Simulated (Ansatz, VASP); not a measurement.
Pb in VASP and in Ansatz

The input INCAR:

```
SYSTEM = Pb
ALGO = Normal
EDIFF = 1E-6
ENCUT = 520
GGA = CA
ISIF = 2
ISMEAR = -1
LASPH = .True.
LCHARG = .True.
LELF = .True.
LREAL = .False.
LVHAR = .True.
LWAVE = .False.
NBANDS = 21
NELM = 60
PREC = Accurate
SIGMA = 0.05
```

File KPOINTS:

```
k-points
0
Gamma
  8 8 8
  0 0 0
```

File POSCAR:

```
Pb
1.0
    0.0000000000      3.4159188228      3.4159188228
    3.4159188228      0.0000000000      3.4159188228
    3.4159188228      3.4159188228      0.0000000000
Pb
2
Direct
    0.0000000000      0.0000000000      0.0000000000
    0.2500000000      0.2500000000      0.2500000000
```

Input for Ansatz:

```yaml
crystal:
  lattice:
    - [0.0, 3.4159188228, 3.4159188228]
    - [3.4159188228, 0.0, 3.4159188228]
    - [3.4159188228, 3.4159188228, 0.0]
  atoms:
    - { symbol: Pb, position: [0.0, 0.0, 0.0] }
    - { symbol: Pb, position: [0.25, 0.25, 0.25] }
kpoints:
  mp_grid: { grid: [8, 8, 8] }
  band_path:
    path:
      - [0.0, 0.0, 0.0]
      - [0.5, 0.0, 0.5]
      - [0.625, 0.25, 0.625]
      - [0.375, 0.375, 0.75]
      - [0.0, 0.0, 0.0]
      - [0.5, 0.5, 0.5]
      - [0.5, 0.25, 0.75]
      - [0.5, 0.0, 0.5]
    npoints: 5
scf:
  occupations: { method: fermi_dirac, width: 0.05 }
hamiltonian:
  xc: lda
  pseudopotentials: { kind: all_electron, lapw: { basis_error: 0.00025 } }
output:
  forces: true
  stress: true
  eigenvalues: true
```

Change from the starting cell: volume scaled by 0.98.

Alike in both runs: task single point; functional LDA; k mesh 8 × 8 × 8; occupations fermi-dirac, width 0.05 eV; no spin polarisation.

```csv
,VASP,Ansatz
version,VASP 6.6.1,Ansatz 0.2.0
potentials or method,"VASP PAW LDA potentials, release 64 (Pb_d), cutoff 520 eV","all-electron LAPW, scalar-relativistic"
```

|  | VASP | Ansatz | Ansatz less VASP |
| --- | --- | --- | --- |
| pressure (GPa) | -0.1 | -0.1 | +0.04 |

LDA's correlation is that of Perdew and Zunger in VASP and of Perdew and Wang (1992) in Ansatz. Ansatz ran all-electron here, and VASP with PAW potentials.

Spin-orbit coupling is off throughout.
